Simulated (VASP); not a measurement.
Set up this calculation in VASP 6.6.1, as the native input.

```
Task                   : relaxation of cell and atoms
Functional             : PBE
Dispersion             : D4
Potentials or basis    : VASP PAW PBE potentials, release 64 (Pt, Se)
Cutoff                 : 600 eV
k mesh                 : 8 × 8 × 5
Occupations            : fermi-dirac, width 0.05 eV
Spin                   : no spin polarisation
Dipole correction      : no
Further INCAR settings : ALGO = Normal; EDIFF = 1e-07; IBRION = 2; EDIFFG = -0.01; NSW = 60; ISIF = 3
```

The structure of PtSe2 (Sudovikovite) lies in POSCAR:

```
PtSe2
1.0
    3.7240000000      0.0000000000      0.0000000000
   -1.8620000000      3.2250786037      0.0000000000
    0.0000000000      0.0000000000      5.0620000000
Pt Se
1 2
Direct
    0.0000000000      0.0000000000      0.0000000000
    0.6666666667      0.3333333333      0.7500000000
    0.3333333333      0.6666666667      0.2500000000
```

The input as run:

INCAR

```
PREC = Accurate
ENCUT = 600
EDIFF = 1E-7
ISMEAR = -1
SIGMA = 0.05
LREAL = False
LASPH = True
NELM = 80
ALGO = Normal
ISIF = 3
LWAVE = False
LCHARG = False
GGA = PE
IVDW = 13
IBRION = 2
NSW = 60
EDIFFG = -0.01
```

KPOINTS

```
Automatic mesh
0
Gamma
  8 8 5
```

Potentials or basis: VASP PAW PBE potentials, release 64 (Pt, Se).

The run is started by

```bash
$ cat potpaw_PBE.64/Pt/POTCAR potpaw_PBE.64/Se/POTCAR > POTCAR
$ mpirun -np 1 vasp_std > vasp.out
```

It gave:

The relaxed volume is 19.78 Å³/atom. The relaxed cell is a = 3.770 Å, b = 3.770 Å, c = 4.821 Å, α = 90.00°, β = 90.00°, γ = 120.00° and the space group after relaxing (to 0.05 Å) is P-3m1 (No. 164). The energy gained by relaxing is 18.5 meV/atom, the ionic steps are 18 and the pressure after relaxing is -0.1 GPa. The largest force after relaxing is 0.006 eV/Å and the band gap on the k mesh is zero (band 11 reaches 7.51 eV, above the bottom of band 12 at 6.69 eV). The dispersion energy per atom is -0.514 eV.

Caveat: spin-orbit coupling is left out, which moves the levels of the heavy elements; pairwise dispersion overbinds metals, which lowers pressure and volume.

It took 3.2 min on 1 thread of Intel(R) Xeon(R) 6975P-C (Granite Rapids), on a shared host, peak memory 0.22 GiB.
